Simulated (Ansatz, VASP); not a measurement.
**One calculation of Cu2Rh, two programs**

INCAR

```
PREC = Accurate
ENCUT = 700
EDIFF = 1E-6
ISMEAR = 0
SIGMA = 0.1
LREAL = F
LASPH = T
NELM = 120
ALGO = Normal
ISIF = 2
LWAVE = F
LCHARG = F
GGA = PE
NBANDS = 34
GGA_COMPAT = F
```

The input KPOINTS:

```
regular mesh
0
Gamma
  8 8 8
```

Contents of POSCAR:

```
Cu2Rh
1.0
   -1.8334336997      1.8334336997      3.0070197954
    1.8334336997     -1.8334336997      3.0070197954
    1.8334336997      1.8334336997     -3.0070197954
Cu Rh
2 1
Direct
    0.5930000000      0.5930000000      0.0000000000
    0.4070000000      0.4070000000      0.0000000000
    0.0000000000      0.0000000000      0.0000000000
```

Input for Ansatz:

```yaml
crystal:
  lattice:
    - [-1.8334336997, 1.8334336997, 3.0070197954]
    - [1.8334336997, -1.8334336997, 3.0070197954]
    - [1.8334336997, 1.8334336997, -3.0070197954]
  atoms:
    - { symbol: Cu, position: [0.593, 0.593, 0.0] }
    - { symbol: Cu, position: [0.407, 0.407, 0.0] }
    - { symbol: Rh, position: [0.0, 0.0, 0.0] }
basis:
  ecutwfc: 420
kpoints:
  mp_grid: { grid: [8, 8, 8] }
hamiltonian:
  xc: pbe
scf:
  occupations: { method: gaussian, width: 0.1 }
  lower_state_search: "off"
output:
  forces: true
  stress: true
  eigenvalues: true
```

Alike in both runs: task single point; functional PBE; k mesh 8 × 8 × 8; occupations gaussian, width 0.1 eV; no spin polarisation.

|  | VASP | Ansatz |
| --- | --- | --- |
| version | VASP 6.6.1 | Ansatz 0.2.0 |
| potentials or method | VASP PAW PBE potentials, release 64 (Cu_sv_GW, Rh_sv_GW), cutoff 700 eV | scalar-relativistic, plane waves, PAW |
| valence electrons in the cell | 55 | 55 |

```tsv
	VASP	Ansatz	Ansatz less VASP
gap on the k mesh at the Fermi level (eV)	none	none	-
rms of the force components (eV/Å)	125.970	100.548	-25.4220
```

Atom by atom the forces differ by 25.422 eV/Å (rms over components). A gap of «none» marks a metal or a gap that the smearing closes.
